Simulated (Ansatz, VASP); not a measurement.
**WC: VASP beside Ansatz**

```
CELL_PARAMETERS angstrom
0.00000 2.01727 2.01727
2.01727 0.00000 2.01727
2.01727 2.01727 0.00000
ATOMIC_POSITIONS crystal
W 0.00000 0.00000 0.00000
C 0.50000 0.50000 0.50000
```

Change from the starting cell: strain -0.080 along x and y, -0.080 along z, atoms carried along.

Alike in both runs: task single point; functional PBEsol; k mesh 18 × 18 × 18; occupations gaussian, width 0.15 eV; no spin polarisation.

|  | VASP | Ansatz |
| --- | --- | --- |
| version | VASP 6.6.1 | Ansatz 0.2.0 |
| potentials or method | VASP PAW PBE potentials, release 64 (W_sv, C), cutoff 520 eV | scalar-relativistic, plane waves, PAW |
| valence electrons in the cell | 18 | 18 |

VASP gave:

- gap on the k mesh at the Fermi level (eV): none
- pressure (GPa): 142.3

**Question.** What did Ansatz give for the same quantities?

**Answer.** gap on the k mesh at the Fermi level (eV): none; pressure (GPa): 139.2.

VASP's potentials were made for PBE, not for PBEsol. A gap of «none» marks a metal or a gap that the smearing closes. Both programs put the cell under a high pressure, so it lies far from rest at this level.

Spin-orbit coupling is off throughout. Noted on VASP's run: the cell as given lies far from equilibrium.
